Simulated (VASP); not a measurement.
Cu: single point with PBEsol

Cu:

```
Cu
1.0
    -1.44279    1.44279    1.37608
     1.44279   -1.44279    1.37608
     1.44279    1.44279   -1.37608
Cu
1
Direct
  0.00000 0.00000 0.00000
```

```json
{
 "Program": "VASP 6.6.1",
 "Task": "single point",
 "Functional": "PBEsol",
 "Potentials or basis": "VASP PAW PBE potentials, release 64 (Cu_sv_GW)",
 "Cutoff": "700 eV",
 "k mesh": "4 × 4 × 4",
 "Occupations": "gaussian, width 0.1 eV",
 "Spin": "no spin polarisation",
 "Dipole correction": "no",
 "Second run": "valence_matched",
 "Further INCAR settings": "ALGO = Normal; EDIFF = 1e-06; NBANDS = 16"
}
```

```
Pressure : -6.1 GPa
```

Stress tensor (GPa, compression positive):
```
-5.58  0.00  0.00
 0.00 -5.58  0.00
 0.00  0.00 -7.26
```

Levels at points of the mesh, in eV from the Fermi level:
```
           k point  band 7  band 8  band 9  band 10  band 11  band 12  band 13  band 14
(0.00, 0.00, 0.00)   -3.42   -3.42   -2.53    -2.32    24.70    24.70    25.96    28.64
(0.50, 0.00, 0.00)   -2.44   -2.23   -1.66    -0.78     4.43    17.13    17.20    21.10
(0.50, 0.50, 0.00)   -2.61   -2.35   -1.68    -1.15     3.91    18.40    18.62    22.27
(0.50, 0.50, 0.50)   -1.86   -1.86   -1.80     7.47     7.47     9.31    13.16    13.77
```

It took 4.5 s on 1 thread of Intel(R) Xeon(R) 6975P-C (Granite Rapids), with other jobs on the host, peak memory 0.14 GiB.

Caveat: the k points lie up to 0.79 Å⁻¹ apart; the PAW data sets were made with another functional, which shifts forces and pressure a little.
